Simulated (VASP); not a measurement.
The system is SiC.

```xyz
4
Lattice="3.0919 0.0000 0.0000 -1.5460 2.6777 0.0000 0.0000 0.0000 5.0743" Properties=species:S:1:pos:R:3 pbc="T T T"
Si    0.0000    1.7851    0.0233
Si    1.5460    0.8926    2.5604
C     0.0000    1.7851    1.9304
C     1.5460    0.8926    4.4675
```

Base run:

* Program: VASP 6.6.1
* Functional: PBE
* Potentials or basis: VASP PAW PBE potentials, release 64 (Si, C)
* Cutoff: 520 eV
* k mesh: 15 × 15 × 10
* Occupations: gaussian, width 0.05 eV
* Spin: no spin polarisation

Its results: band gap on the k mesh 2.30 eV, indirect (least direct gap 3.95 eV); pressure 0.0 GPa.

Problem. After a change of settings the same cell gave: band gap on the k mesh 2.30 eV, indirect (least direct gap 3.95 eV); pressure -4.6 GPa. Which change was it?
A. k mesh from 15 × 15 × 10 to 12 × 12 × 8; occupations from gaussian, width 0.05 eV to fermi-dirac, width 0.01 eV
B. dispersion from none to D3(BJ)
C. k mesh from 15 × 15 × 10 to 12 × 12 × 8
D. k mesh from 15 × 15 × 10 to 18 × 18 × 12; further incar settings from ALGO = Normal; EDIFF = 1e-07; NBANDS = 16 to ALGO = Normal; EDIFF = 1e-06; NBANDS = 16

Solution. B.

Dispersion adds attraction, which lowers the pressure at fixed volume and, as a term added to the energy, leaves the levels alone.

Caveats: three body term missing (some runs).
